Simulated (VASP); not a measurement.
ScCu, 2 atoms in the cell. Symmetry: Pm-3m, No. 221, cubic system. Conventional cell: a = 3.212 Å, b = 3.212 Å, c = 3.212 Å, α = 90.00°, β = 90.00°, γ = 90.00°. Sc (site symmetry m-3m) has 8 Cu at 2.78 Å and 6 Sc at 3.21 Å within 3.7 Å. Within 3.7 Å of Cu (site symmetry m-3m) lie 8 Sc at 2.78 Å and 6 Cu at 3.21 Å. 

```yaml
Program: VASP 6.6.1
Task: electric field gradients
Functional: LDA
Potentials_or_basis: VASP PAW LDA potentials, release 64 (Sc_sv, Cu)
Cutoff: 520 eV
k_mesh: 11 × 11 × 11
Occupations: fermi-dirac, width 0.05 eV
Spin: no spin polarisation
Dipole_correction: no
Further_INCAR_settings: ALGO = Normal; EDIFF = 1e-08; NBANDS = 18
```

Potentials or basis: VASP PAW LDA potentials, release 64 (Sc_sv, Cu).

Launch:

```bash
$ cat potpaw_LDA.64/Sc_sv/POTCAR potpaw_LDA.64/Cu/POTCAR > POTCAR
$ mpirun -np 1 vasp_std > vasp.out
```

Hardware: 1 thread of Intel Xeon 8259CL (shared host).

Task: Estimate the wall time of this run.

Result: It took 33 s on 1 thread of Intel Xeon 8259CL, with other jobs on the host, peak memory 0.15 GiB. Counts: scf iterations 16, k points 56.
